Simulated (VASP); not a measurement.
Runs of VASP 6.6.1 on LiAl2B2. The structure is that of space group P3m1 (No. 156), or close to it. The cells are those of the table. 

```tsv
task	level	cell	k mesh	cutoff (eV)	k mesh for the DOS	occupations for the DOS	gap on the mesh (eV)	pressure (GPa)	relaxed volume (Å³/atom)	largest force (eV/Å)
relaxation of cell and atoms	PBE	relaxed from a = 2.999, b = 2.999, c = 7.752 Å, angles 90.0, 90.0, 120.0°, 5 atoms	12 × 12 × 6	600	-	-	none	0.0	12.13	0.01
single point	PBE	a = 3.003, b = 3.003, c = 7.778 Å, angles 90.0, 90.0, 120.0°, 5 atoms	12 × 12 × 6	520	-	-	none	-	-	-
relaxation of cell and atoms	PBE	relaxed from a = 2.492, b = 2.492, c = 8.359 Å, angles 90.0, 90.0, 120.0°, 5 atoms	6 × 6 × 2	600	-	-	none	0.0	12.04	0.03
single point	r2SCAN	a = 3.003, b = 3.003, c = 7.778 Å, angles 90.0, 90.0, 120.0°, 5 atoms	12 × 12 × 6	520	-	-	none	-	-	(b)
single point	PBE	a = 2.492, b = 2.492, c = 8.359 Å, angles 90.0, 90.0, 120.0°, 5 atoms	6 × 6 × 2	520	-	-	none	-	-	6.32
single point	PBEsol	a = 3.003, b = 3.003, c = 7.778 Å, angles 90.0, 90.0, 120.0°, 5 atoms	12 × 12 × 6	520	-	-	none	-	-	(a)
single point	PBE	a = 2.999, b = 2.999, c = 7.752 Å, angles 90.0, 90.0, 120.0°, 5 atoms	6 × 6 × 2	520	-	-	none	-	-	0.01
```

Alike in all rows: potentials or basis VASP PAW PBE potentials, release 64 (Li_sv, Al, B); no spin polarisation; smearing gaussian 0.1 eV.

Task: Fill in the values left out.

Result: (a) 0.08; (b) 0.12.

Caveats: some runs use coarse meshes; the cutoff is under 1.25 times the usual one of these potentials, so pressure, stress and relaxed cells hold a basis-set (Pulay) error; the PAW data sets were made with another functional, which shifts forces and pressure a little (some runs); the volume moved by over 15 % at a fixed basis, so the end points are rough (some runs); forces of over 1 eV/Å act on the atoms, so gaps and moduli don't describe the material at rest (some runs).

A gap of «none» marks levels without a gap at the run's occupations.
